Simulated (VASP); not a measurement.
Here is a VASP 6.6.1 calculation.

The input INCAR:

```
  ALGO = Normal
  DIPOL = 0.5 0.5 0.500
  EDIFF = 1E-7
  EDIFFG = -0.01
  ENCUT = 520
  GGA = PE
  IBRION = 2
  IDIPOL = 3
  ISIF = 2
  ISMEAR = 0
  IVDW = 12
  LASPH = True
  LCHARG = False
  LDIPOL = True
  LREAL = False
  LWAVE = False
  NELM = 80
  NSW = 60
  PREC = Accurate
  SIGMA = 0.1
```

The input KPOINTS:

```
k-points
0
Gamma
  18 18 1
```

POSCAR

```
C
1.0
    2.5150334189      0.0000000000      0.0000000000
   -1.2575167094      2.1780828322      0.0000000000
    0.0000000000      0.0000000000     26.0032200122
C
2
Direct
    0.6666666667      0.3333333333      0.4999999925
    0.3333333333      0.6666666667      0.5000000075
```

Potentials or basis: VASP PAW PBE potentials, release 64 (C).

Run with:

```sh
$ cat potpaw_PBE.64/C/POTCAR > POTCAR
$ mpirun -np 1 vasp_std > vasp.out
```

(1) Estimate the dispersion energy per atom.

(2) What does it give for the band gap on the k mesh?

## Answers

(1) -0.087 eV.

(2) zero (filled and empty bands touch).

Caveat: the cell differs from its parent crystal (biaxial strain +0.020); the relaxation stopped at its first step, so nothing moved.
